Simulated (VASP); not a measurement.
A run of VASP 6.6.1 is set up as follows.

The input INCAR:

```
PREC = Accurate
ENCUT = 520
EDIFF = 1E-8
ISMEAR = -1
SIGMA = 0.03
LREAL = F
LASPH = T
NELM = 150
ALGO = Normal
ISIF = 2
LWAVE = F
LCHARG = F
MAGMOM = 0 0 0
LORBIT = 11
LSORBIT = T
GGA_COMPAT = F
LORBMOM = T
LMAXMIX = 6
GGA = CA
LEFG = T
NBANDS = 22
```

The input KPOINTS:

```
Automatic mesh
0
Gamma
  11 11 11
```

Contents of POSCAR:

```
La
1.0
   -2.1238310710      2.1238310710      2.1238310710
    2.1238310710     -2.1238310710      2.1238310710
    2.1238310710      2.1238310710     -2.1238310710
La
1
Direct
    0.0000000000      0.0000000000      0.0000000000
```

Potentials or basis: VASP PAW LDA potentials, release 64 (La).

Run with:

```sh
$ cat potpaw_LDA.64/La/POTCAR > POTCAR
$ mpirun -np 1 vasp_ncl > vasp.out
```

(1) Predict the net moment.

(2) Estimate the pressure.

## Answers

(1) 0.00 μB per cell.

(2) -3.7 GPa.

Caveat: the cell stands under tension.
